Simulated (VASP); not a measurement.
## K3C: relaxation of cell and atoms with PBE

Crystal: K3C.

```
K C
1.0
     4.65277    0.00000    0.00000
     0.00000    4.65277    0.00000
     0.00000    0.00000    4.65277
K C
3 1
Direct
  0.00000 0.50000 0.50000
  0.50000 0.00000 0.50000
  0.50000 0.50000 0.00000
  0.00000 0.00000 0.00000
```

```json
{"Program": "VASP 6.6.1", "Task": "relaxation of cell and atoms", "Functional": "PBE", "Potentials or basis": "VASP PAW PBE potentials, release 64 (K_sv, C)", "Cutoff": "600 eV", "k mesh": "4 × 4 × 4", "Occupations": "gaussian, width 0.1 eV", "Spin": "no spin polarisation", "Dipole correction": "no", "Further INCAR settings": "ALGO = Normal; EDIFF = 1e-06; IBRION = 2; EDIFFG = -0.04; NSW = 90; ISIF = 3"}
```

```json
{
 "Relaxed volume": "33.46 Å³/atom",
 "Relaxed cell": "a = 5.115 Å, b = 5.115 Å, c = 5.115 Å, α = 90.00°, β = 90.00°, γ = 90.00°",
 "Space group after relaxing (to 0.05 Å)": "Pm-3m (No. 221)",
 "Energy gained by relaxing": "88.8 meV/atom",
 "Ionic steps": "4",
 "Pressure after relaxing": "0.1 GPa"
}
```

Step by step:
```tsv
step	energy change (eV)	largest force (eV/Å)	pressure (GPa)	volume (Å³)
1	0.0000	0.0000	4.16	100.72
2	-0.1990	0.0000	2.41	110.57
3	-0.3491	0.0000	0.38	129.30
4	-0.3553	0.0000	0.06	133.83
```

Final structure:
```
K C
1.0
     5.11505    0.00000    0.00000
     0.00000    5.11505    0.00000
     0.00000    0.00000    5.11505
K C
3 1
Direct
  0.00000 0.50000 0.50000
  0.50000 0.00000 0.50000
  0.50000 0.50000 0.00000
  0.00000 0.00000 0.00000
```

Levels at points of the mesh, in eV from the Fermi level:
```csv
k point,band 11,band 12,band 13,band 14,band 15,band 16,band 17,band 18,band 19
"(0.00, 0.00, 0.00)",-15.16,-15.16,-7.89,-1.42,0.20,0.20,0.20,1.99,2.36
"(0.50, 0.00, 0.00)",-15.18,-15.18,-7.77,-1.51,0.04,0.04,0.40,1.71,3.49
"(0.50, 0.50, 0.00)",-15.27,-15.07,-7.73,-0.78,-0.78,-0.03,0.50,2.86,2.86
"(0.50, 0.50, 0.50)",-15.07,-15.07,-7.75,-0.25,-0.25,-0.25,1.44,1.44,1.44
```

Run time: 100 s on 1 thread of Intel(R) Xeon(R) Platinum 8488C (Sapphire Rapids), on a shared host, peak memory 0.25 GiB.

Caveat: the volume moved by over 15 % at a fixed basis, so the end points are rough.
